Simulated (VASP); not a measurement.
Here is a VASP 6.6.1 calculation.

Contents of INCAR:

```
SYSTEM = BN
PREC     = Accurate       ! precision mode
ENCUT    = 520            ! plane-wave cutoff, eV
EDIFF    = 1E-8           ! SCF threshold, eV
ISMEAR   = -1             ! smearing method
SIGMA    = 0.03           ! smearing width, eV
LREAL    = .False.        ! projectors in reciprocal space
LASPH    = .True.         ! aspherical terms in the spheres
NELM     = 100            ! most SCF steps
ALGO     = Normal         ! electronic algorithm
ISIF     = 2              ! what is computed and relaxed
LWAVE    = .False.        ! write WAVECAR
LCHARG   = .False.        ! write CHGCAR
GGA      = PS             ! functional
LEFG     = .True.       
NBANDS   = 11             ! bands
```

Contents of KPOINTS:

```
regular mesh
0
Gamma
  13 13 13
  0 0 0
```

Contents of POSCAR:

```
BN
1.0
    0.0000000000      1.8312856224      1.8312856224
    1.8312856224      0.0000000000      1.8312856224
    1.8312856224      1.8312856224      0.0000000000
B N
1 1
Direct
    0.0000000000      0.0000000000      0.0000000000
    0.7500000000      0.7500000000      0.7500000000
```

Potentials or basis: VASP PAW PBE potentials, release 64 (B, N).

The run is started by

```console
$ cat potpaw_PBE.64/B/POTCAR potpaw_PBE.64/N/POTCAR > POTCAR
$ mpirun -np 1 vasp_std > vasp.out
```

Problem. What does it give for the band gap on the k mesh?

Solution. 4.31 eV, indirect (least direct gap 8.58 eV).

Problem. What does it give for the pressure?

Solution. -16.2 GPa.

Caveat: without QUAD_EFG the Cq values of the log hold for a quadrupole moment of 1 mb, not for the nuclei; the PAW data sets were made with another functional, which shifts forces and pressure a little. A k mesh can miss the band edges.
